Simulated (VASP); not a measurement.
The system is ZnS.

```
Zn S
1.0
     0.00000    2.69368    2.69368
     2.69368    0.00000    2.69368
     2.69368    2.69368    0.00000
Zn S
1 1
Direct
  0.00000 0.00000 0.00000
  0.25000 0.25000 0.25000
```

Base run:

```yaml
Program: VASP 6.6.1
Functional: PBE
Potentials_or_basis: VASP PAW PBE potentials, release 64 (Zn, S)
Cutoff: 500 eV
k_mesh: 6 × 6 × 6
Occupations: tetrahedron
Spin: no spin polarisation
```

Its results: band gap on the k mesh 2.15 eV, direct; pressure 2.5 GPa.

Question: After a change of settings the same cell gave: band gap on the k mesh 2.72 eV, direct; pressure 0.1 GPa. Which change was it?
A. k mesh from 6 × 6 × 6 to 2 × 2 × 2; occupations from tetrahedron to gaussian, width 0.1 eV
B. functional from PBE to r2SCAN; cutoff from 500 eV to 550 eV
C. functional from PBE to revPBE; occupations from tetrahedron to gaussian, width 0.1 eV
D. k mesh from 6 × 6 × 6 to 3 × 3 × 3; occupations from tetrahedron to gaussian, width 0.01 eV

Answer: B.

r2SCAN gives the wider gap, since meta-GGAs in the generalised Kohn-Sham scheme recover part of the derivative discontinuity.

Caveats: the PAW data sets were made with another functional, which shifts forces and pressure a little (some runs).
